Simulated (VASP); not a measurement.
# CaCl (P6_3mc) in VASP: further runs, part 2 of 2

VASP 6.6.1.

## Step 4: Single point, PBE

This run uses another cell than the first one, of 31.38 Å³/atom, 1.175 times its volume.

INCAR reads:

```
PREC = Accurate
ENCUT = 520
EDIFF = 1E-6
ISMEAR = 0
SIGMA = 0.1
LREAL = F
LASPH = T
NELM = 100
ALGO = Normal
ISIF = 2
LWAVE = F
LCHARG = F
GGA = PE
NBANDS = 25
```

KPOINTS reads:

```
Automatic mesh
0
Gamma
  12 12 6
```

POSCAR reads:

```
CaCl
1.0
    3.9764157810      0.0000000000      0.0000000000
   -1.9882078905      3.4436770824      0.0000000000
    0.0000000000      0.0000000000      9.1675070705
Ca Cl
2 2
Direct
    0.3333333333      0.6666666667      1.0396230725
    0.6666666667      0.3333333333      0.5396230725
    0.3333333333      0.6666666667      0.3424769275
    0.6666666667      0.3333333333      0.8424769275
```

Potentials or basis: VASP PAW PBE potentials, release 64 (Ca_sv, Cl).

On the command line:

```console
$ cat potpaw_PBE.64/Ca_sv/POTCAR potpaw_PBE.64/Cl/POTCAR > POTCAR
$ mpirun -np 1 vasp_std > vasp.out
```

OUTCAR:

```text
PREC = Accurate
   ENCUT = 520
   EDIFF = 1E-6
   ISMEAR = 0
   LREAL = F
   LASPH = T
   NELM = 100
   ISIF = 2
   GGA = PE

 ion  position               nearest neighbor table
   1  0.333  0.667  0.040-   3 2.78
   2  0.667  0.333  0.540-   4 2.78
   3  0.333  0.667  0.342-   1 2.78
   4  0.667  0.333  0.842-   2 2.78

  LATTYP: Found a hexagonal cell.
 ALAT       =     3.9764157810
 C/A-ratio  =     2.3054699446

  Lattice vectors:

 A1 = (   3.9764157810,   0.0000000000,   0.0000000000)
 A2 = (  -1.9882078905,   3.4436770824,   0.0000000000)
 A3 = (   0.0000000000,   0.0000000000,   9.1675070705)

Analysis of symmetry for initial positions (statically):
=====================================================================
 Subroutine PRICEL returns:
 Original cell was already a primitive cell.

 Routine SETGRP: Setting up the symmetry group for a
 hexagonal supercell.

 Subroutine GETGRP returns: Found 12 space group operations
 (whereof  6 operations were pure point group operations)
 out of a pool of 24 trial point group operations.

The static configuration has the point symmetry C_3v.
 The point group associated with its full space group is C_6v.

Analysis of symmetry for dynamics (positions and initial velocities):
=====================================================================
 Subroutine PRICEL returns:
 Original cell was already a primitive cell.

 Routine SETGRP: Setting up the symmetry group for a
 hexagonal supercell.

 Subroutine GETGRP returns: Found 12 space group operations
 (whereof  6 operations were pure point group operations)
 out of a pool of 24 trial point group operations.

The dynamic configuration has the point symmetry C_3v.
 The point group associated with its full space group is C_6v.

 Subroutine INISYM returns: Found 12 space group operations
 (whereof  6 operations are pure point group operations),
 and found     1 'primitive' translations

----------------------------------------------------------------------------------------

                                     Primitive cell

  volume of cell :     125.5352

  direct lattice vectors                    reciprocal lattice vectors
     3.976415781  0.000000000  0.000000000     0.251482756  0.145193637  0.000000000
    -1.988207891  3.443677082  0.000000000     0.000000000  0.290387274  0.000000000
     0.000000000  0.000000000  9.167507070     0.000000000  0.000000000  0.109080909

  length of vectors
     3.976415781  3.976415781  9.167507070     0.290387274  0.290387274  0.109080909

  position of ions in fractional coordinates (direct lattice)
     0.333333333  0.666666667  0.039623072
     0.666666667  0.333333333  0.539623072
     0.333333333  0.666666667  0.342476928
     0.666666667  0.333333333  0.842476928

  ion indices of the primitive-cell ions
   primitive index   ion index
                 1           1
                 2           2
                 3           3
                 4           4

----------------------------------------------------------------------------------------

 KPOINTS: Automatic mesh

Automatic generation of k-mesh.
 Grid dimensions read from file:
 generate k-points for:   12   12    6

 Generating k-lattice:

  Cartesian coordinates                     Fractional coordinates (reciprocal lattice)
     0.020956896  0.012099470  0.000000000     0.083333333  0.000000000  0.000000000
     0.000000000  0.024198939  0.000000000     0.000000000  0.083333333  0.000000000
     0.000000000  0.000000000  0.018180151     0.000000000  0.000000000  0.166666667

  Length of vectors
     0.024198939  0.024198939  0.018180151

  Shift w.r.t. Gamma in fractional coordinates (k-lattice)
     0.000000000  0.000000000  0.000000000

 Subroutine IBZKPT returns following result:
 ===========================================

 Found     76 irreducible k-points:

 Following reciprocal coordinates:
            Coordinates               Weight
  0.000000  0.000000  0.000000      1.000000
  0.083333 -0.000000  0.000000      6.000000
  0.166667 -0.000000  0.000000      6.000000
  0.250000  0.000000  0.000000      6.000000
  0.333333  0.000000  0.000000      6.000000
  0.416667 -0.000000  0.000000      6.000000
[... 16 lines left out ...]
  0.250000  0.000000  0.166667     12.000000
  0.333333  0.000000  0.166667     12.000000
 [... further k-points ...]
   k-points           NKPTS =     76   k-points in BZ     NKDIM =     76   number of bands    NBANDS=     25
   number of dos      NEDOS =    301   number of ions     NIONS =      4
   total plane-waves  NPLWV =  63000
   dimension x,y,z NGX =    30 NGY =   30 NGZ =   70
   dimension x,y,z NGXF=    60 NGYF=   60 NGZF=  140
   ions per type =               2   2
   NGX,Y,Z   is equivalent  to a cutoff of  12.54, 12.54, 12.69 a.u.
   NGXF,Y,Z  is equivalent  to a cutoff of  25.08, 25.08, 25.39 a.u.
 SYSTEM =  unknown system
   PREC   = accura    normal or accurate (medium, high low for compatibility)
   ISTART =      0    job   : 0-new  1-cont  2-samecut
   ICHARG =      2    charge: 1-file 2-atom 10-const
   ISPIN  =      1    spin polarized calculation?
   LNONCOLLINEAR =      F non collinear calculations
   LSORBIT =      F    spin-orbit coupling
   LASPH  =      T    aspherical Exc in radial PAW
   ENCUT  =  520.0 eV  38.22 Ry    6.18 a.u.   7.39  7.39 17.05*2*pi/ulx,y,z
   NELM   =    100;   NELMIN=  2; NELMDL= -5     # of ELM steps
   EDIFF  = 0.1E-05   stopping-criterion for ELM
   LREAL  =      F    real-space projection
   EDIFFG = 0.1E-04   stopping-criterion for IOM
   NSW    =      0    number of steps for IOM
   IBRION =     -1    ionic relax: 0-MD 1-quasi-New 2-CG
   NFREE  =      0    steps in history (QN), initial steepest desc. (CG)
   ISIF   =      2    stress and relaxation
   ISYM   =      2    0-nonsym 1-usesym 2-fastsym
   POTIM  = 0.5000    time-step for ionic-motion
   TEBEG  =    0.0;   TEEND  =   0.0 temperature during run
   PSTRESS=    0.0 pullay stress
   NELECT =      34.0000    total number of electrons
   NUPDOWN=      -1.0000    fix difference up-down
   EMIN   =  10.00;   EMAX   =-10.00  energy-range for DOS
   EFERMI =   0.00;   METHOD = LEGACY
   ISMEAR =     0;   SIGMA  =   0.10  broadening in eV -4-tet -1-fermi 0-gaus
   EFERMI_NEDOS =   21; number of points for ismear=-14 and -15
   IALGO  =     38    algorithm
   IMIX   =      4    mixing-type and parameters
     AMIX     =   0.40;   BMIX     =  1.00
     AMIX_MAG =   1.60;   BMIX_MAG =  1.00
  volume/ion in A,a.u.               =      31.38       211.79
  Fermi-wavevector in a.u.,A,eV,Ry     =   1.059203  2.001604 15.264534  1.121912
  Thomas-Fermi vector in A             =   2.194540
   LORBIT       =      0    0 simple, 1 ext, 2 COOP (PROOUT), +10 PAW based schemes
   GGA     = PE    functional components
   LHFCALC =     F    Hartree Fock is set to
   AEXX    =    0.0000 exact exchange contribution
   IVDW    =     0    specifies the selected vdW correction
   LEPSILON=     F    determine dielectric tensor
   LRPA    =     F    only Hartree local field effects (RPA)
 non-spin polarized calculation
 Gauss-broadening in eV      SIGMA  =   0.10
  energy-cutoff  :      520.00
  volume of cell :      125.54
 maximum number of plane-waves:      3412
 NGX is ok and might be reduce to    30
   NGX = 15   NGY = 15   NGZ = 35

 number of electron      34.0000002 magnetization

 Free energy of the ion-electron system (eV)
  ---------------------------------------------------
  ext. energy  EPLUGINS =         0.00000000
  ---------------------------------------------------
  free energy    TOTEN  =       -13.38790036 eV

  energy without entropy =      -13.37022709  energy(sigma->0) =      -13.37906372

 E-fermi :   3.5138     XC(G=0):  -8.0409

 val. band max:        3.4933520314   @ k =   0.2500   0.1667   0.3333
 cond. band min:       3.5176747345   @ k =   0.4167  -0.0000   0.3333
 fundamental gap:      0.0243227030
 Fermi energy:         3.5137788515

 k-point     1 :       0.0000    0.0000    0.0000
  band No.  band energies     occupation
      1     -38.9975      2.00000
      2     -38.9970      2.00000
      3     -20.0166      2.00000
      4     -19.9785      2.00000
      5     -19.9785      2.00000
      6     -19.9775      2.00000
[... 17 lines left out ...]
     24       6.0937      0.00000
     25       6.1550      0.00000
[... 621 lines left out ...]
      3     -20.0587      2.00000
      4     -20.0562      2.00000
      5     -19.9958      2.00000
      6     -19.9945      2.00000
[... 17 lines left out ...]
     24       6.2949      0.00000
     25       6.5586      0.00000

 [... further k-points ...]
[... 5 lines left out ...]
  --------------------------------------------------------------------------------------
  -------------------------------------------------------------------------------------
  Total        0.0094187      0.0094187      0.0867244     -0.0000000      0.0000000      0.0000000
  in kB        0.1202082      0.1202082      1.1068439     -0.0000000      0.0000000      0.0000000
  external PRESSURE =       0.4490868 kB  Pullay stress =       0.0000000 kB

 VOLUME and BASIS-vectors are now :
 -----------------------------------------------------------------------------
  energy-cutoff  :      520.00
  volume of cell :      125.54
      direct lattice vectors                 reciprocal lattice vectors
     3.976415781  0.000000000  0.000000000     0.251482756  0.145193637  0.000000000
    -1.988207891  3.443677082  0.000000000     0.000000000  0.290387274  0.000000000
     0.000000000  0.000000000  9.167507070     0.000000000  0.000000000  0.109080909

 POSITION                                       TOTAL-FORCE (eV/Angst)
 -----------------------------------------------------------------------------------
     -0.00000      2.29578      0.36324        -0.000000     -0.000000      0.002858
      1.98821      1.14789      4.94700         0.000000      0.000000      0.002858
     -0.00000      2.29578      3.13966         0.000000     -0.000000     -0.002858
      1.98821      1.14789      7.72341        -0.000000      0.000000     -0.002858
 -----------------------------------------------------------------------------------
    total drift:                               -0.000000      0.000000     -0.000097

  FREE ENERGIE OF THE ION-ELECTRON SYSTEM (eV)
  ---------------------------------------------------
  free  energy   TOTEN  =       -13.3879003552 eV

  energy  without entropy=      -13.3702270858  energy(sigma->0) =      -13.37906372
```

It took 3 min on 1 thread of Intel Xeon Platinum 8259CL at 2.50GHz (Skylake/Cascade Lake), shared host; peak memory 0.37 GiB.

Results:

```
Free energy            : -13.3879 eV
Pressure               : 0.0 GPa
Band gap on the k mesh : zero (band 17 reaches 4.08 eV, above the bottom of band 18 at 2.46 eV)
```

Forces on the atoms (eV/Å):
```
Ca   0.000  0.000  0.003
Ca   0.000  0.000  0.003
Cl   0.000  0.000 -0.003
Cl   0.000  0.000 -0.003
```

Stress tensor (GPa, compression positive):
```
0.01 0.00 0.00
0.00 0.01 0.00
0.00 0.00 0.11
```

## Step 5: Relaxation of cell and atoms, PBE

INCAR reads:

```
SYSTEM = CaCl
PREC = Accurate ; ENCUT = 600
EDIFF = 1E-6 ; ISMEAR = 0
SIGMA = 0.1 ; LREAL = .FALSE.
LASPH = .TRUE. ; NELM = 80
ALGO = Normal ; ISIF = 3
LWAVE = .FALSE. ; LCHARG = .FALSE.
GGA = PE ; IBRION = 2
NSW = 90 ; EDIFFG = -0.04
```

KPOINTS reads:

```
Automatic mesh
0
G
  6 6 4
  0 0 0
```

POSCAR reads:

```
CaCl
1.0
    4.2546761845      0.0000000000      0.0000000000
   -2.1273380922      3.6846576606      0.0000000000
    0.0000000000      0.0000000000      6.8137171859
Ca Cl
2 2
Direct
    0.3333333333      0.6666666667      0.0000000000
    0.6666666667      0.3333333333      0.5000000000
    0.3333333333      0.6666666667      0.3821000000
    0.6666666667      0.3333333333      0.8821000000
```

On the command line:

```console
$ cat potpaw_PBE.64/Ca_sv/POTCAR potpaw_PBE.64/Cl/POTCAR > POTCAR
$ mpirun -np 1 vasp_std > vasp.out
```

It took 3.9 min on 1 thread of Intel Xeon Platinum 8259CL at 2.50GHz (Skylake/Cascade Lake), shared host; peak memory 0.28 GiB.

The run converged. Its results:

* Free energy: -12.9272 eV
* Relaxed volume: 34.23 Å³/atom
* Relaxed cell: a = 4.594 Å, b = 4.594 Å, c = 7.491 Å, α = 90.00°, β = 90.00°, γ = 120.00°
* Space group after relaxing (to 0.05 Å): P6_3mc (No. 186)
* Energy gained by relaxing: 171.8 meV/atom
* Ionic steps: 7
* Pressure after relaxing: 0.1 GPa
* Largest force after relaxing: 0.025 eV/Å
* Band gap on the k mesh: zero (band 17 reaches 3.70 eV, above the bottom of band 18 at 2.96 eV)

Forces in eV/Å, atoms in the order of the input:
```
Ca   0.000  0.000  0.025
Ca   0.000  0.000  0.025
Cl   0.000  0.000 -0.025
Cl   0.000  0.000 -0.025
```

Step by step:
```
step  energy change (eV)  largest force (eV/Å)  pressure (GPa)  volume (Å³)
   1              0.0000                0.0777            8.69       106.82
   2             -0.6614                0.0555            1.14       130.82
   3             -0.6829                0.0417           -0.15       138.31
   4             -0.6834                0.0435           -0.01       137.35
   5             -0.6832                0.0448            0.09       136.69
   6             -0.6851                0.0251            0.10       136.76
   7             -0.6871                0.0246            0.12       136.93
```

Final structure:
```
CELL_PARAMETERS angstrom
4.59414 0.00000 0.00000
-2.29707 3.97864 0.00000
0.00000 0.00000 7.49146
ATOMIC_POSITIONS crystal
Ca 0.33333 0.66667 0.99820
Ca 0.66667 0.33333 0.49820
Cl 0.33333 0.66667 0.38390
Cl 0.66667 0.33333 0.88390
```

Levels at points of the mesh, in eV from the Fermi level:
| k point | band 14 | band 15 | band 16 | band 17 | band 18 | band 19 | band 20 | band 21 |
| --- | --- | --- | --- | --- | --- | --- | --- | --- |
| (0.00, 0.00, 0.00) | -6.44 | -6.44 | -6.37 | -1.79 | 0.81 | 1.02 | 1.02 | 1.16 |
| (0.50, 0.00, 0.00) | -6.42 | -6.40 | -6.39 | -0.21 | 0.17 | 0.47 | 0.94 | 1.31 |
| (0.00, 0.00, 0.50) | -6.45 | -6.45 | -6.45 | -0.67 | -0.67 | 1.49 | 1.49 | 1.49 |
| (0.50, 0.00, 0.50) | -6.41 | -6.40 | -6.40 | 0.08 | 0.08 | 0.95 | 0.95 | 1.72 |

Caveat: the volume moved by over 15 % at a fixed basis, so the end points are rough.

## Step 6: Summary

| task | cell | k mesh | cutoff (eV) | gap on the mesh (eV) | pressure (GPa) | largest force (eV/Å) |
| --- | --- | --- | --- | --- | --- | --- |
| single point | a = 4.255, b = 4.255, c = 6.814 Å, angles 90.0, 90.0, 120.0°, 4 atoms | 6 × 6 × 4 | 520 | none | 8.6 | 0.08 |
| single point | a = 4.609, b = 4.609, c = 7.403 Å, angles 90.0, 90.0, 120.0°, 4 atoms | 6 × 6 × 4 | 520 | none | 0.2 | 0.01 |
| single point | a = 3.976, b = 3.976, c = 9.168 Å, angles 90.0, 90.0, 120.0°, 4 atoms | 12 × 12 × 6 | 520 | none | 0.0 | - |
| relaxation of cell and atoms | relaxed from a = 4.255, b = 4.255, c = 6.814 Å, angles 90.0, 90.0, 120.0°, 4 atoms | 6 × 6 × 4 | 600 | none | 0.1 | 0.02 |

Alike in all rows: level PBE; potentials or basis VASP PAW PBE potentials, release 64 (Ca_sv, Cl); no spin polarisation; smearing gaussian 0.1 eV.

Caveats: the volume moved by over 15 % at a fixed basis, so the end points are rough (some runs).

Absolute energies hang on the potentials; compare differences alone.
